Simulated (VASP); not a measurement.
## BPd4: single point with RPBE

The system is BPd4.

```
CELL_PARAMETERS angstrom
2.89203 0.00000 0.00000
0.00000 4.36501 0.00000
0.00000 0.00000 5.85632
ATOMIC_POSITIONS crystal
Pd 0.50000 0.00000 0.19758
Pd 0.00000 0.00000 0.61947
Pd 0.00000 0.50000 0.32916
Pd 0.50000 0.50000 0.86756
B 0.50000 0.00000 0.86323
```

| Quantity | Value |
| --- | --- |
| Program | VASP 6.6.1 |
| Task | single point |
| Functional | RPBE |
| Potentials or basis | VASP PAW PBE potentials, release 64 (Pd_sv_GW, B) |
| Cutoff | 540 eV |
| k mesh | 9 × 6 × 5 |
| Occupations | fermi-dirac, width 0.05 eV |
| Spin | no spin polarisation |

The pressure is 0.4 GPa. The largest force is 0.267 eV/Å.

Forces in eV/Å, atoms in the order of the input:
```
Pd   0.000  0.000 -0.267
Pd   0.000  0.000  0.039
Pd   0.000  0.000  0.077
Pd   0.000  0.000  0.064
B    0.000  0.000  0.087
```

Stress tensor (GPa, compression positive):
```
 0.01  0.00  0.00
 0.00  1.26  0.00
 0.00  0.00 -0.10
```

Levels at points of the mesh, in eV from the Fermi level:
```csv
k point,band 36,band 37,band 38,band 39,band 40,band 41
"(0.00, 0.00, 0.00)",-0.81,-0.54,-0.25,0.07,0.44,5.28
"(0.00, 0.50, 0.00)",-0.88,-0.84,-0.72,-0.45,1.45,2.29
```

It took 2.2 min on 1 thread of Intel(R) Xeon(R) Platinum 8559C (Emerald Rapids), on a shared host, peak memory 0.33 GiB.

Caveat: the PAW data sets were made with another functional, which shifts forces and pressure a little.
